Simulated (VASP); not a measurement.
Set up this calculation in VASP 6.6.1, as the native input.

```
Task                   : single point
Functional             : r2SCAN
Potentials or basis    : VASP PAW PBE potentials, release 64 (Ta_pv)
Cutoff                 : 520 eV
k mesh                 : 12 × 12 × 8
Occupations            : gaussian, width 0.15 eV
Spin                   : no spin polarisation
Dipole correction      : no
Further INCAR settings : ALGO = Normal; EDIFF = 1e-06; NBANDS = 18
```

Crystal: Ta.

```
Ta
1.0
     2.88799    0.00000    0.00000
    -1.44399    2.50107    0.00000
     0.00000    0.00000    5.11811
Ta
2
Direct
  0.66667 0.33333 0.75000
  0.33333 0.66667 0.25000
```

These files were run (other wordings do the same):

POSCAR

```
Ta
1.0
    2.8879886116      0.0000000000      0.0000000000
   -1.4439943058      2.5010715035      0.0000000000
    0.0000000000      0.0000000000      5.1181138655
Ta
2
Direct
    0.6666666667      0.3333333333      0.7500000000
    0.3333333333      0.6666666667      0.2500000000
```

INCAR.step1

```
SYSTEM = Ta
PREC = Accurate
ENCUT = 520
ISMEAR = 0
SIGMA = 0.15
LREAL = .FALSE.
LASPH = .TRUE.
NELM = 100
NBANDS = 18
GGA = PE
ALGO = Normal
EDIFF = 1E-4
LWAVE = .TRUE.
LCHARG = .FALSE.
```

INCAR.step2

```
SYSTEM = Ta
PREC = Accurate
ENCUT = 520
EDIFF = 1E-6
ISMEAR = 0
SIGMA = 0.15
LREAL = .FALSE.
LASPH = .TRUE.
NELM = 100
ALGO = Normal
ISIF = 2
LWAVE = .FALSE.
LCHARG = .FALSE.
METAGGA = R2SCAN
LMIXTAU = .TRUE.
NBANDS = 18
ISTART = 1
```

KPOINTS

```
regular mesh
0
G
  12 12 8
  0 0 0
```

Potentials or basis: VASP PAW PBE potentials, release 64 (Ta_pv).

Command:

```console
$ cat potpaw_PBE.64/Ta_pv/POTCAR > POTCAR
$ cp INCAR.step1 INCAR
$ mpirun -np 1 vasp_std > vasp.out
$ cp INCAR.step2 INCAR
$ mpirun -np 1 vasp_std > vasp.out
```

Results of the run:

- Pressure: 0.4 GPa
- Band gap on the k mesh: zero (band 11 reaches 7.05 eV, above the bottom of band 12 at 4.83 eV)

Caveat: the PAW data sets were made with another functional, which shifts forces and pressure a little; spin-orbit coupling is left out, which moves the levels of the heavy elements.

Wall time 75 s on 1 thread of Intel(R) Xeon(R) 6975P-C (Granite Rapids), with other jobs on the host, peak memory 0.2 GiB.
